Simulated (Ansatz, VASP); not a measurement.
**Two plane-wave programs on Zn**

INCAR

```
  PREC = Accurate
  ENCUT = 520
  EDIFF = 1E-7
  ISMEAR = 0
  SIGMA = 0.15
  LREAL = F
  LASPH = T
  NELM = 60
  ALGO = Fast
  ISIF = 2
  LWAVE = F
  LCHARG = F
  GGA = PS
  NBANDS = 12
```

KPOINTS

```
regular mesh
0
Gamma
  22 22 22
```

File POSCAR:

```
Zn
1.0
   -1.7326699698      1.5366214604      1.5366214604
    1.5366214604     -1.7326699698      1.5366214604
    1.5366214604      1.5366214604     -1.7326699698
Zn
1
Direct
    0.0000000000      0.0000000000      0.0000000000
```

Input for Ansatz:

```yaml
crystal:
  lattice:
    - [-1.7326699698, 1.5366214604, 1.5366214604]
    - [1.5366214604, -1.7326699698, 1.5366214604]
    - [1.5366214604, 1.5366214604, -1.7326699698]
  atoms:
    - { symbol: Zn, position: [0.0, 0.0, 0.0] }
basis:
  ecutwfc: 520.0
kpoints:
  mp_grid: { grid: [22, 22, 22] }
hamiltonian:
  xc: pbesol
scf:
  occupations: { method: gaussian, width: 0.15 }
output:
  forces: true
  stress: true
  eigenvalues: true
```

Alike in both runs: task single point; functional PBEsol; k mesh 22 × 22 × 22; occupations gaussian, width 0.15 eV; no spin polarisation.

|  | VASP | Ansatz |
| --- | --- | --- |
| version | VASP 6.6.1 | Ansatz 0.2.0 |
| potentials or method | VASP PAW PBE potentials, release 64 (Zn), cutoff 520 eV | scalar-relativistic, plane waves, PAW |
| valence electrons in the cell | 12 | 12 |

|  | VASP | Ansatz | Ansatz less VASP |
| --- | --- | --- | --- |
| gap on the k mesh at the Fermi level (eV) | none | none | - |
| pressure (GPa) | 7.0 | 6.3 | -0.67 |
| traceless stress, the component that is largest in VASP (GPa) | 9.02 | 8.83 | -0.197 |

VASP's potentials were made for PBE, not for PBEsol. A gap of «none» marks a metal or a gap that the smearing closes.
